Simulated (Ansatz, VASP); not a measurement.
# Hf: VASP beside Ansatz

INCAR

```
SYSTEM = Hf
PREC = Accurate ; ENCUT = 520
EDIFF = 1E-8 ; ISMEAR = -1
SIGMA = 0.08 ; LREAL = .FALSE.
LASPH = .TRUE. ; NELM = 60
ALGO = Normal ; ISIF = 2
LWAVE = .FALSE. ; LCHARG = .FALSE.
GGA = PS ; LEFG = .TRUE.
NBANDS = 11
```

KPOINTS

```
Automatic mesh
0
G
  16 16 16
  0 0 0
```

File POSCAR:

```
Hf
1.0
   -1.8050000000      1.8050000000      1.8050000000
    1.8050000000     -1.8050000000      1.8050000000
    1.8050000000      1.8050000000     -1.8050000000
Hf
1
Direct
    0.0000000000      0.0000000000      0.0000000000
```

Input for Ansatz:

```yaml
crystal:
  lattice:
    - [-1.805, 1.805, 1.805]
    - [1.805, -1.805, 1.805]
    - [1.805, 1.805, -1.805]
  atoms:
    - { symbol: Hf, position: [0.0, 0.0, 0.0] }
kpoints:
  mp_grid: { grid: [16, 16, 16] }
  band_path:
    path:
      - [0.0, 0.0, 0.0]
      - [0.5, -0.5, 0.5]
      - [0.0, 0.0, 0.5]
      - [0.0, 0.0, 0.0]
      - [0.25, 0.25, 0.25]
      - [0.5, -0.5, 0.5]
      - [0.25, 0.25, 0.25]
      - [0.0, 0.0, 0.5]
    npoints: 8
scf:
  occupations: { method: fermi_dirac, width: 0.08 }
hamiltonian:
  xc: pbesol
  pseudopotentials: { kind: all_electron, datasets: crystal }
output:
  forces: true
  stress: true
  eigenvalues: true
  efg: { contact_densities: true }
```

Alike in both runs: task electric field gradients; functional PBEsol; k mesh 16 × 16 × 16; occupations fermi-dirac, width 0.08 eV; no spin polarisation.

|  | VASP | Ansatz |
| --- | --- | --- |
| version | VASP 6.6.1 | Ansatz 0.2.0 |
| potentials or method | VASP PAW PBE potentials, release 64 (Hf_pv), cutoff 520 eV | all-electron PAW with datasets made for the crystal, scalar-relativistic |

VASP gave:

```
pressure (GPa) : -9.2
```

Q: Estimate Ansatz's values.

A: Pressure (GPa): -8.9.

VASP's potentials were made for PBE, not for PBEsol. Ansatz ran all-electron here, and VASP with PAW potentials.

Spin-orbit coupling is off throughout.
